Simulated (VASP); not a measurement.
# TiSiTe4 (F-43m) in VASP: a series of runs, part 2 of 2

VASP 6.6.1. The steps go on from the part before.

### Step 3. Relaxation of cell and atoms, PBE

This run uses another cell than the first one, of 25.22 Å³/atom.

The input, INCAR:

```
PREC = Accurate
ENCUT = 600
EDIFF = 1E-7
ISMEAR = 0
SIGMA = 0.1
LREAL = F
LASPH = T
NELM = 100
ALGO = Normal
ISIF = 3
LWAVE = F
LCHARG = F
GGA = PE
IBRION = 2
NSW = 90
EDIFFG = -0.04
```

The input, KPOINTS:

```
regular mesh
0
Gamma
  4 4 4
```

The input, POSCAR:

```
TiSiTe4
1.0
    0.0000000000      4.2293017700      4.2293017700
    4.2293017700      0.0000000000      4.2293017700
    4.2293017700      4.2293017700      0.0000000000
Ti Si Te
1 1 4
Direct
    0.7500000000      0.7500000000      0.7500000000
    0.0000000000      0.0000000000      0.0000000000
    0.3759208700      0.3759208700      0.8722373800
    0.8722373800      0.3759208700      0.3759208700
    0.3759208700      0.3759208700      0.3759208700
    0.3759208700      0.8722373800      0.3759208700
```

Potentials or basis: VASP PAW PBE potentials, release 64 (Ti_sv, Si, Te).

Launch:

```console
> cat potpaw_PBE.64/Ti_sv/POTCAR potpaw_PBE.64/Si/POTCAR potpaw_PBE.64/Te/POTCAR > POTCAR
> mpirun -np 1 vasp_std > vasp.out
```

OUTCAR:

```text
PREC = Accurate
   ENCUT = 600
   EDIFF = 1E-7
   ISMEAR = 0
   LREAL = F
   LASPH = T
   NELM = 100
   ISIF = 3
   GGA = PE
   IBRION = 2
   NSW = 90
   EDIFFG = -0.04

 ion  position               nearest neighbor table
   1  0.750  0.750  0.750-
   2  0.000  0.000  0.000-
   3  0.376  0.376  0.872-   4 2.97   5 2.97   6 2.97   5 3.01   6 3.01   4 3.01
   4  0.872  0.376  0.376-   3 2.97   5 2.97   6 2.97   5 3.01   3 3.01   6 3.01
   5  0.376  0.376  0.376-   3 2.97   4 2.97   6 2.97   3 3.01   6 3.01   4 3.01
   6  0.376  0.872  0.376-   3 2.97   4 2.97   5 2.97   3 3.01   5 3.01   4 3.01

  LATTYP: Found a face centered cubic cell.
 ALAT       =     8.4586035400

  Lattice vectors:

 A1 = (   0.0000000000,   4.2293017700,   4.2293017700)
 A2 = (   4.2293017700,   0.0000000000,   4.2293017700)
 A3 = (   4.2293017700,   4.2293017700,   0.0000000000)

Analysis of symmetry for initial positions (statically):
=====================================================================
 Subroutine PRICEL returns:
 Original cell was already a primitive cell.

 Routine SETGRP: Setting up the symmetry group for a
 face centered cubic supercell.

 Subroutine GETGRP returns: Found 24 space group operations
 (whereof 24 operations were pure point group operations)
 out of a pool of 48 trial point group operations.

The static configuration has the point symmetry T_d .

Analysis of symmetry for dynamics (positions and initial velocities):
=====================================================================
 Subroutine PRICEL returns:
 Original cell was already a primitive cell.

 Routine SETGRP: Setting up the symmetry group for a
 face centered cubic supercell.

 Subroutine GETGRP returns: Found 24 space group operations
 (whereof 24 operations were pure point group operations)
 out of a pool of 48 trial point group operations.

The dynamic configuration has the point symmetry T_d .

 Subroutine INISYM returns: Found 24 space group operations
 (whereof 24 operations are pure point group operations),
 and found     1 'primitive' translations

----------------------------------------------------------------------------------------

                                     Primitive cell

  volume of cell :     151.2990

  direct lattice vectors                    reciprocal lattice vectors
     0.000000000  4.229301770  4.229301770    -0.118222824  0.118222824  0.118222824
     4.229301770  0.000000000  4.229301770     0.118222824 -0.118222824  0.118222824
     4.229301770  4.229301770  0.000000000     0.118222824  0.118222824 -0.118222824

  length of vectors
     5.981135923  5.981135923  5.981135923     0.204767938  0.204767938  0.204767938

  position of ions in fractional coordinates (direct lattice)
     0.750000000  0.750000000  0.750000000
     0.000000000  0.000000000  0.000000000
     0.375920870  0.375920870  0.872237380
     0.872237380  0.375920870  0.375920870
     0.375920870  0.375920870  0.375920870
     0.375920870  0.872237380  0.375920870

  ion indices of the primitive-cell ions
   primitive index   ion index
                 1           1
                 2           2
                 3           3
                 4           4
                 5           5
                 6           6

----------------------------------------------------------------------------------------

 KPOINTS: regular mesh

Automatic generation of k-mesh.
 Grid dimensions read from file:
 generate k-points for:    4    4    4

 Generating k-lattice:

  Cartesian coordinates                     Fractional coordinates (reciprocal lattice)
    -0.029555706  0.029555706  0.029555706     0.250000000  0.000000000  0.000000000
     0.029555706 -0.029555706  0.029555706     0.000000000  0.250000000  0.000000000
     0.029555706  0.029555706 -0.029555706     0.000000000  0.000000000  0.250000000

  Length of vectors
     0.051191985  0.051191985  0.051191985

  Shift w.r.t. Gamma in fractional coordinates (k-lattice)
     0.000000000  0.000000000  0.000000000

 Subroutine IBZKPT returns following result:
 ===========================================

 Found      8 irreducible k-points:

 Following reciprocal coordinates:
            Coordinates               Weight
  0.000000  0.000000  0.000000      1.000000
  0.250000  0.000000  0.000000      8.000000
  0.500000  0.000000  0.000000      4.000000
  0.250000  0.250000  0.000000      6.000000
  0.500000  0.250000  0.000000     24.000000
 -0.250000  0.250000  0.000000     12.000000
  0.500000  0.500000  0.000000      3.000000
 -0.250000  0.500000  0.250000      6.000000
   k-points           NKPTS =      8   k-points in BZ     NKDIM =      8   number of bands    NBANDS=     24
   number of dos      NEDOS =    301   number of ions     NIONS =      6
   total plane-waves  NPLWV = 110592
   dimension x,y,z NGX =    48 NGY =   48 NGZ =   48
   dimension x,y,z NGXF=    96 NGYF=   96 NGZF=   96
   ions per type =               1   1   4
   NGX,Y,Z   is equivalent  to a cutoff of  13.34, 13.34, 13.34 a.u.
   NGXF,Y,Z  is equivalent  to a cutoff of  26.68, 26.68, 26.68 a.u.
 SYSTEM =  unknown system
   PREC   = accura    normal or accurate (medium, high low for compatibility)
   ISTART =      0    job   : 0-new  1-cont  2-samecut
   ICHARG =      2    charge: 1-file 2-atom 10-const
   ISPIN  =      1    spin polarized calculation?
   LNONCOLLINEAR =      F non collinear calculations
   LSORBIT =      F    spin-orbit coupling
   LASPH  =      T    aspherical Exc in radial PAW
   ENCUT  =  600.0 eV  44.10 Ry    6.64 a.u.  11.95 11.95 11.95*2*pi/ulx,y,z
   NELM   =    100;   NELMIN=  2; NELMDL= -5     # of ELM steps
   EDIFF  = 0.1E-06   stopping-criterion for ELM
   LREAL  =      F    real-space projection
   EDIFFG = -.4E-01   stopping-criterion for IOM
   NSW    =     90    number of steps for IOM
   IBRION =      2    ionic relax: 0-MD 1-quasi-New 2-CG
   NFREE  =      1    steps in history (QN), initial steepest desc. (CG)
   ISIF   =      3    stress and relaxation
   ISYM   =      2    0-nonsym 1-usesym 2-fastsym
   POTIM  = 0.5000    time-step for ionic-motion
   TEBEG  =    0.0;   TEEND  =   0.0 temperature during run
   PSTRESS=    0.0 pullay stress
   NELECT =      40.0000    total number of electrons
   NUPDOWN=      -1.0000    fix difference up-down
   EMIN   =  10.00;   EMAX   =-10.00  energy-range for DOS
   EFERMI =   0.00;   METHOD = LEGACY
   ISMEAR =     0;   SIGMA  =   0.10  broadening in eV -4-tet -1-fermi 0-gaus
   EFERMI_NEDOS =   21; number of points for ismear=-14 and -15
   IALGO  =     38    algorithm
   IMIX   =      4    mixing-type and parameters
     AMIX     =   0.40;   BMIX     =  1.00
     AMIX_MAG =   1.60;   BMIX_MAG =  1.00
  volume/ion in A,a.u.               =      25.22       170.17
  Fermi-wavevector in a.u.,A,eV,Ry     =   1.050710  1.985554 15.020713  1.103991
  Thomas-Fermi vector in A             =   2.185724
   LORBIT       =      0    0 simple, 1 ext, 2 COOP (PROOUT), +10 PAW based schemes
   GGA     = PE    functional components
   LHFCALC =     F    Hartree Fock is set to
   AEXX    =    0.0000 exact exchange contribution
   IVDW    =     0    specifies the selected vdW correction
   LEPSILON=     F    determine dielectric tensor
   LRPA    =     F    only Hartree local field effects (RPA)
 conjugate gradient relaxation of ions
 non-spin polarized calculation
 Gauss-broadening in eV      SIGMA  =   0.10
  energy-cutoff  :      600.00
  volume of cell :      151.30
 maximum number of plane-waves:      5092
   NGX = 23   NGY = 23   NGZ = 23

--------------------------------------- Ionic step        1  -------------------------------------------

 number of electron      40.0000000 magnetization

 Free energy of the ion-electron system (eV)
  ---------------------------------------------------
  ext. energy  EPLUGINS =         0.00000000
  ---------------------------------------------------
  free energy    TOTEN  =       -19.45175139 eV

  energy without entropy =      -19.39605506  energy(sigma->0) =      -19.42390323

 E-fermi :   8.5089     XC(G=0): -10.1673

 val. band max:        8.5065706415   @ k =  -0.2500   0.5000   0.2500
 cond. band min:       8.5245244959   @ k =   0.5000   0.2500   0.0000
 fundamental gap:      0.0179538543
 Fermi energy:         8.5088628091

 k-point     1 :       0.0000    0.0000    0.0000
  band No.  band energies     occupation
      1     -49.3288      2.00000
      2     -25.5924      2.00000
      3     -25.5924      2.00000
      4     -25.5924      2.00000
      5      -6.9170      2.00000
      6      -2.3003      2.00000
[... 282 lines left out ...]
  energy  without entropy=      -19.6967651760  energy(sigma->0) =      -19.72402382

--------------------------------------- Ionic step        3  -------------------------------------------

 number of electron      39.9999995 magnetization

 Free energy of the ion-electron system (eV)
  ---------------------------------------------------
  ext. energy  EPLUGINS =         0.00000000
  ---------------------------------------------------
  free energy    TOTEN  =       -19.78834784 eV

  energy without entropy =      -19.73477674  energy(sigma->0) =      -19.76156229

 E-fermi :   7.1371     XC(G=0):  -9.6929

 val. band max:        7.0625644003   @ k =   0.2500   0.2500   0.0000
 cond. band min:       7.1493039394   @ k =  -0.2500   0.5000   0.2500
 fundamental gap:      0.0867395390
 Fermi energy:         7.1370853160

 k-point     1 :       0.0000    0.0000    0.0000
  band No.  band energies     occupation
      1     -50.8317      2.00000
      2     -27.0906      2.00000
      3     -27.0906      2.00000
      4     -27.0906      2.00000
      5      -7.3521      2.00000
      6      -3.4906      2.00000
[... 238 lines left out ...]
  FREE ENERGIE OF THE ION-ELECTRON SYSTEM (eV)
  ---------------------------------------------------
  free  energy   TOTEN  =       -19.7883478393 eV

  energy  without entropy=      -19.7347767371  energy(sigma->0) =      -19.76156229

 reached required accuracy - stopping structural energy minimisation
```

OSZICAR:

```text
N       E                     dE             d eps       ncg     rms          rms(c)
DAV:   1     0.313768982338E+03    0.31377E+03   -0.18378E+04   384   0.165E+03
DAV:   2     0.164041842840E+02   -0.29736E+03   -0.29376E+03   416   0.359E+02
DAV:   3    -0.202103831144E+02   -0.36615E+02   -0.36312E+02   648   0.103E+02
[... 70 lines left out ...]
DAV:  15    -0.197883494701E+02    0.69566E-05   -0.24485E-05   576   0.125E-02    0.220E-02
DAV:  16    -0.197883477781E+02    0.16920E-05   -0.83097E-06   456   0.663E-03    0.783E-03
DAV:  17    -0.197883476938E+02    0.84287E-07   -0.23542E-06   448   0.376E-03    0.211E-03
DAV:  18    -0.197883478073E+02   -0.11347E-06   -0.11778E-07   264   0.178E-03    0.115E-03
DAV:  19    -0.197883478393E+02   -0.31967E-07   -0.42721E-08   224   0.824E-04
   3 F= -.19788348E+02 E0= -.19761562E+02  d E =-.336596E+00
```

CONTCAR:

```text
TiSiTe4
   1.00000000000000
     0.0000000000000000    4.3867879608196887    4.3867879608196887
     4.3867879608196887    0.0000000000000000    4.3867879608196887
     4.3867879608196887    4.3867879608196887    0.0000000000000000
  Ti              Si              Te
     1     1     4
Direct
     0.7500000000000000    0.7500000000000000    0.7500000000000000
     0.0000000000000000    0.0000000000000000    0.0000000000000000
     0.3754498078766391    0.3754498078766391    0.8736505663700892
     0.8736505663700892    0.3754498078766391    0.3754498078766391
     0.3754498078766391    0.3754498078766391    0.3754498078766391
     0.3754498078766391    0.8736505663700892    0.3754498078766391

  0.00000000E+00  0.00000000E+00  0.00000000E+00
  0.00000000E+00  0.00000000E+00  0.00000000E+00
  0.00000000E+00  0.00000000E+00  0.00000000E+00
  0.00000000E+00  0.00000000E+00  0.00000000E+00
  0.00000000E+00  0.00000000E+00  0.00000000E+00
  0.00000000E+00  0.00000000E+00  0.00000000E+00
```

Run time: 3.5 min. Hardware: 1 thread of AMD EPYC 7R13 (Zen 3), shared host; peak memory 0.33 GiB.

Results:

| Property | Result |
| --- | --- |
| Free energy | -19.7883 eV |
| Relaxed volume | 28.14 Å³/atom |
| Relaxed cell | a = 6.204 Å, b = 6.204 Å, c = 6.204 Å, α = 60.00°, β = 60.00°, γ = 60.00° |
| Space group after relaxing (to 0.1 Å) | F-43m (No. 216) |
| Energy gained by relaxing | 56.1 meV/atom |
| Ionic steps | 3 |
| Pressure after relaxing | 0.0 GPa |
| Largest force after relaxing | 0.038 eV/Å |
| Band gap on the k mesh | zero (bands 20 and 21 overlap by 0.75 eV) |

Forces on the atoms (eV/Å):
```
Ti   0.000  0.000  0.000
Si   0.000  0.000  0.000
Te  -0.022 -0.022  0.022
Te   0.022 -0.022 -0.022
Te   0.022  0.022  0.022
Te  -0.022  0.022 -0.022
```

The path:
```csv
step,energy change (eV),largest force (eV/Å),pressure (GPa),volume (Å³)
1,0.0000,0.1923,6.71,151.30
2,-0.2995,0.0810,-1.69,175.62
3,-0.3366,0.0376,0.03,168.84
```

Final structure:
```
Ti Si Te
1.0
     0.00000    4.38679    4.38679
     4.38679    0.00000    4.38679
     4.38679    4.38679    0.00000
Ti Si Te
1 1 4
Direct
  0.75000 0.75000 0.75000
  0.00000 0.00000 0.00000
  0.37545 0.37545 0.87365
  0.87365 0.37545 0.37545
  0.37545 0.37545 0.37545
  0.37545 0.87365 0.37545
```

Levels at points of the mesh, in eV from the Fermi level:
```
           k point  band 18  band 19  band 20  band 21  band 22  band 23
(0.00, 0.00, 0.00)    -0.80     0.14     0.53     0.53     0.53     0.65
(0.50, 0.00, 0.00)    -2.35    -0.18     0.12     0.12     0.21     0.56
(0.50, 0.50, 0.00)    -2.06    -1.93    -0.23    -0.23    -0.15     0.37
```

Caveat: spin-orbit coupling is left out, which moves the levels of the heavy elements.
